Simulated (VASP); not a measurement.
# Te2Mo (P6_3/mmc) in VASP: a series of runs, part 2 of 3

VASP 6.6.1. The steps go on from the part before.

## 3. Single point, PBEsol+D3(BJ)

This run uses another cell than the first one, of 24.96 Å³/atom, 1.011 times its volume.

Input file INCAR:

```
SYSTEM = Te2Mo
ALGO     = Normal         ! electronic algorithm
EDIFF    = 1E-7           ! SCF threshold, eV
ENCUT    = 520            ! plane-wave cutoff, eV
GGA      = PS             ! functional
ISIF     = 2              ! what is computed and relaxed
ISMEAR   = -1             ! smearing method
IVDW     = 12             ! dispersion correction
LASPH    = .True.         ! aspherical terms in the spheres
LCHARG   = .False.        ! write CHGCAR
LREAL    = .False.        ! projectors in reciprocal space
LWAVE    = .False.        ! write WAVECAR
NBANDS   = 35             ! bands
NELM     = 60             ! most SCF steps
PREC     = Accurate       ! precision mode
SIGMA    = 0.05           ! smearing width, eV
```

Input file KPOINTS:

```
k-points
0
Gamma
  9 9 2
  0 0 0
```

Input file POSCAR:

```
Te2Mo
1.0
    3.5182000000      0.0000000000      0.0000000000
   -1.7591000000      3.0468505756      0.0000000000
    0.0000000000      0.0000000000     13.9736000000
Te Mo
4 2
Direct
    0.6666666667      0.3333333333      0.3790000000
    0.3333333333      0.6666666667      0.8790000000
    0.6666666667      0.3333333333      0.1210000000
    0.3333333333      0.6666666667      0.6210000000
    0.6666666667      0.3333333333      0.7500000000
    0.3333333333      0.6666666667      0.2500000000
```

Potentials or basis: VASP PAW PBE potentials, release 64 (Te, Mo_sv).

On the command line:

```sh
cat potpaw_PBE.64/Te/POTCAR potpaw_PBE.64/Mo_sv/POTCAR > POTCAR
mpirun -np 1 vasp_std > vasp.out
```

OUTCAR:

```text
SYSTEM = Te2Mo
   EDIFF = 1E-7
   ENCUT = 520
   GGA = PS
   ISIF = 2
   ISMEAR = -1
   IVDW = 12
   LASPH = .True.
   LREAL = .False.
   NELM = 60
   PREC = Accurate
 IVDW          = 12

 ion  position               nearest neighbor table
   1  0.667  0.333  0.379-   6 2.72   6 2.72   6 2.72   3 3.61
   2  0.333  0.667  0.879-   5 2.72   5 2.72   5 2.72   4 3.61
   3  0.667  0.333  0.121-   6 2.72   6 2.72   6 2.72   1 3.61
   4  0.333  0.667  0.621-   5 2.72   5 2.72   5 2.72   2 3.61
   5  0.667  0.333  0.750-   2 2.72   4 2.72   2 2.72   4 2.72   2 2.72   4 2.72
   6  0.333  0.667  0.250-   1 2.72   3 2.72   1 2.72   3 2.72   1 2.72   3 2.72

  LATTYP: Found a hexagonal cell.
 ALAT       =     3.5182000000
 C/A-ratio  =     3.9718037633

  Lattice vectors:

 A1 = (   3.5182000000,   0.0000000000,   0.0000000000)
 A2 = (  -1.7591000000,   3.0468505756,   0.0000000000)
 A3 = (   0.0000000000,   0.0000000000,  13.9736000000)

Analysis of symmetry for initial positions (statically):
=====================================================================
 Subroutine PRICEL returns:
 Original cell was already a primitive cell.

 Routine SETGRP: Setting up the symmetry group for a
 hexagonal supercell.

 Subroutine GETGRP returns: Found 24 space group operations
 (whereof 12 operations were pure point group operations)
 out of a pool of 24 trial point group operations.

The static configuration has the point symmetry D_3d.
 The point group associated with its full space group is D_6h.

Analysis of symmetry for dynamics (positions and initial velocities):
=====================================================================
 Subroutine PRICEL returns:
 Original cell was already a primitive cell.

 Routine SETGRP: Setting up the symmetry group for a
 hexagonal supercell.

 Subroutine GETGRP returns: Found 24 space group operations
 (whereof 12 operations were pure point group operations)
[... 130 lines left out ...]
     AMIX_MAG =   1.60;   BMIX_MAG =  1.00
  volume/ion in A,a.u.               =      24.96       168.47
  Fermi-wavevector in a.u.,A,eV,Ry     =   1.150578  2.174277 18.011787  1.323829
  Thomas-Fermi vector in A             =   2.287241
   LORBIT       =      0    0 simple, 1 ext, 2 COOP (PROOUT), +10 PAW based schemes
   GGA     = PS    functional components
   LHFCALC =     F    Hartree Fock is set to
   AEXX    =    0.0000 exact exchange contribution
   IVDW    =    12    specifies the selected vdW correction
   LEPSILON=     F    determine dielectric tensor
   LRPA    =     F    only Hartree local field effects (RPA)
 non-spin polarized calculation
  energy-cutoff  :      520.00
  volume of cell :      149.79
 maximum number of plane-waves:      4095
 NGX is ok and might be reduce to    28
   NGX = 13   NGY = 13   NGZ = 51

 number of electron      51.9999997 magnetization

 Free energy of the ion-electron system (eV)
  ---------------------------------------------------
  ext. energy  EPLUGINS =         0.00000000
  ---------------------------------------------------
  free energy    TOTEN  =       -39.38843989 eV

  energy without entropy =      -39.38840619  energy(sigma->0) =      -39.38842304

 E-fermi :   8.3734     XC(G=0): -10.5811

 val. band max:        8.0175057012   @ k =   0.0000   0.0000   0.0000
 cond. band min:       8.7704976885   @ k =   0.2222   0.2222   0.0000
 fundamental gap:      0.7529919873
 Fermi energy:         8.3733822352

 k-point     1 :       0.0000    0.0000    0.0000
  band No.  band energies     occupation
      1     -52.7205      2.00000
      2     -52.7205      2.00000
      3     -26.9161      2.00000
      4     -26.9160      2.00000
      5     -26.7864      2.00000
      6     -26.7864      2.00000
[... 901 lines left out ...]
     34      11.6188      0.00000
     35      12.9406      0.00000

------------------------ aborting loop because EDIFF is reached ----------------------------------------

 Edisp (eV)   -3.07903

 E8    (eV) :    -2.1054

  FORCE on cell =-STRESS in cart. coord.  units (eV):
  Direction    XX          YY          ZZ          XY          YZ          ZX
  --------------------------------------------------------------------------------------
  -------------------------------------------------------------------------------------
  Total      -4.32140    -4.32140    -3.59780     0.00000     0.00000     0.00000
  in kB     -46.22263   -46.22263   -38.48288     0.00000     0.00000     0.00000
  external pressure =      -43.64 kB  Pullay stress =        0.00 kB

 VOLUME and BASIS-vectors are now :
 -----------------------------------------------------------------------------
  energy-cutoff  :      520.00
  volume of cell :      149.79
      direct lattice vectors                 reciprocal lattice vectors
     3.518200000  0.000000000  0.000000000     0.284236257  0.164103880  0.000000000
    -1.759100000  3.046850576  0.000000000     0.000000000  0.328207759  0.000000000
     0.000000000  0.000000000 13.973600000     0.000000000  0.000000000  0.071563520

 POSITION                                       TOTAL-FORCE (eV/Angst)
 -----------------------------------------------------------------------------------
      1.75910      1.01562      5.29599         0.000000     -0.000000     -0.045709
     -0.00000      2.03123     12.28279        -0.000000     -0.000000     -0.045709
      1.75910      1.01562      1.69081         0.000000     -0.000000      0.045709
     -0.00000      2.03123      8.67761        -0.000000      0.000000      0.045709
      1.75910      1.01562     10.48020         0.000000     -0.000000      0.000000
     -0.00000      2.03123      3.49340        -0.000000     -0.000000      0.000000
 -----------------------------------------------------------------------------------
    total drift:                               -0.000000      0.000000     -0.000000

  FREE ENERGIE OF THE ION-ELECTRON SYSTEM (eV)
  ---------------------------------------------------
  free  energy   TOTEN  =       -42.4674677011 eV

  energy  without entropy=      -42.4674340053  energy(sigma->0) =      -42.46745085
```

OSZICAR:

```text
N       E                     dE             d eps       ncg     rms          rms(c)
DAV:   1     0.397563554043E+03    0.39756E+03   -0.26909E+04  1896   0.133E+03
DAV:   2    -0.195142765465E+02   -0.41708E+03   -0.40407E+03  2049   0.320E+02
DAV:   3    -0.404106948643E+02   -0.20896E+02   -0.20512E+02  2036   0.634E+01
DAV:   4    -0.408620575181E+02   -0.45136E+00   -0.44929E+00  2001   0.932E+00
DAV:   5    -0.408731370398E+02   -0.11080E-01   -0.11077E-01  2085   0.149E+00    0.228E+01
DAV:   6    -0.399545649989E+02    0.91857E+00   -0.66932E+00  1849   0.140E+01    0.901E+00
DAV:   7    -0.398493029672E+02    0.10526E+00   -0.52989E+00  1758   0.111E+01    0.628E+00
DAV:   8    -0.393937577197E+02    0.45555E+00   -0.10467E+00  1767   0.552E+00    0.278E+00
DAV:   9    -0.393971376912E+02   -0.33800E-02   -0.21424E-01  1954   0.207E+00    0.118E+00
DAV:  10    -0.393883117720E+02    0.88259E-02   -0.38571E-02  1810   0.115E+00    0.390E-01
DAV:  11    -0.393886053181E+02   -0.29355E-03   -0.23167E-03  1938   0.229E-01    0.221E-01
DAV:  12    -0.393885258099E+02    0.79508E-04   -0.19283E-04  1968   0.712E-02    0.203E-01
DAV:  13    -0.393884476803E+02    0.78130E-04   -0.17078E-04  1810   0.684E-02    0.648E-02
DAV:  14    -0.393884434937E+02    0.41866E-05   -0.15833E-05  2017   0.178E-02    0.495E-02
DAV:  15    -0.393884421078E+02    0.13859E-05   -0.77356E-07  1689   0.442E-03    0.305E-02
DAV:  16    -0.393884400018E+02    0.21060E-05   -0.40984E-06  1848   0.110E-02    0.757E-03
DAV:  17    -0.393884398787E+02    0.12310E-06   -0.33127E-07  1586   0.264E-03    0.233E-03
DAV:  18    -0.393884398895E+02   -0.10798E-07   -0.36863E-08   906   0.110E-03
   1 F= -.42467468E+02 E0= -.42467451E+02  d E =-.336959E-04
```

Wall time 4.6 min (1 thread of Intel Xeon Platinum 8488C (Sapphire Rapids), shared host); peak memory 0.34 GiB.

What came out:

```yaml
Free_energy: -42.4675 eV
Pressure: -4.4 GPa
Largest_force: 0.046 eV/Å
Band_gap_on_the_k_mesh: 0.75 eV, indirect (least direct gap 1.04 eV)
Dispersion_energy_per_atom: -0.513 eV
```

Forces on the atoms (eV/Å):
```
Te   0.000  0.000 -0.046
Te   0.000  0.000 -0.046
Te   0.000  0.000  0.046
Te   0.000  0.000  0.046
Mo   0.000  0.000  0.000
Mo   0.000  0.000  0.000
```

Caveat: three body term missing; the PAW data sets were made with another functional, which shifts forces and pressure a little; spin-orbit coupling is left out, which moves the levels of the heavy elements. PBEsol gaps usually lie below the measured ones, often by a third to a half.

(Part 2 of 3 ends here.)
